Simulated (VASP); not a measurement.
Write the native input for VASP 6.6.1 that does the following.

```yaml
Task: relaxation of cell and atoms
Functional: PBE
Potentials_or_basis: VASP PAW PBE potentials, release 64 (Au)
Cutoff: 600 eV
k_mesh: 18 × 18 × 18
Occupations: gaussian, width 0.1 eV
Spin: no spin polarisation
Target_pressure: 8 GPa
Dipole_correction: no
Further_INCAR_settings: ALGO = Normal; EDIFF = 1e-07; IBRION = 2; EDIFFG = -0.008; NSW = 70; ISIF = 3
```

The structure of Au lies in POSCAR:

```
Au
1.0
    0.0000000000      2.0437511291      2.0437511291
    2.0437511291      0.0000000000      2.0437511291
    2.0437511291      2.0437511291      0.0000000000
Au
1
Direct
    0.0000000000      0.0000000000      0.0000000000
```

One way to write it, as run:

INCAR

```
PREC     = Accurate       # precision mode
ENCUT    = 600            # plane-wave cutoff, eV
EDIFF    = 1E-7           # SCF threshold, eV
ISMEAR   = 0              # smearing method
SIGMA    = 0.1            # smearing width, eV
LREAL    = F              # projectors in reciprocal space
LASPH    = T              # aspherical terms in the spheres
NELM     = 80             # most SCF steps
ALGO     = Normal         # electronic algorithm
ISIF     = 3              # what is computed and relaxed
LWAVE    = F              # write WAVECAR
LCHARG   = F              # write CHGCAR
GGA      = PE             # functional
IBRION   = 2              # ionic algorithm
NSW      = 70             # ionic steps
EDIFFG   = -0.008         # ionic threshold
PSTRESS  = 80.0
```

KPOINTS

```
Automatic mesh
0
Gamma
  18 18 18
```

Potentials or basis: VASP PAW PBE potentials, release 64 (Au).

Launch:

```bash
$ cat potpaw_PBE.64/Au/POTCAR > POTCAR
$ mpirun -np 1 vasp_std > vasp.out
```

It gave:

The relaxed volume is 17.09 Å³/atom and the relaxed cell is a = 2.891 Å, b = 2.891 Å, c = 2.891 Å, α = 60.00°, β = 60.00°, γ = 60.00°. The space group after relaxing (to 0.05 Å) is Fm-3m (No. 225), the energy change on relaxing (the enthalpy is what falls) is -0.9 meV/atom and the ionic steps are 3. The pressure after relaxing is 8.0 GPa.

Caveat: the cell is relaxed towards a set pressure, so the enthalpy falls and the energy may rise.

Wall time 17 s on 1 thread of Intel(R) Xeon(R) 6975P-C (Granite Rapids) (shared host), peak memory 0.17 GiB.
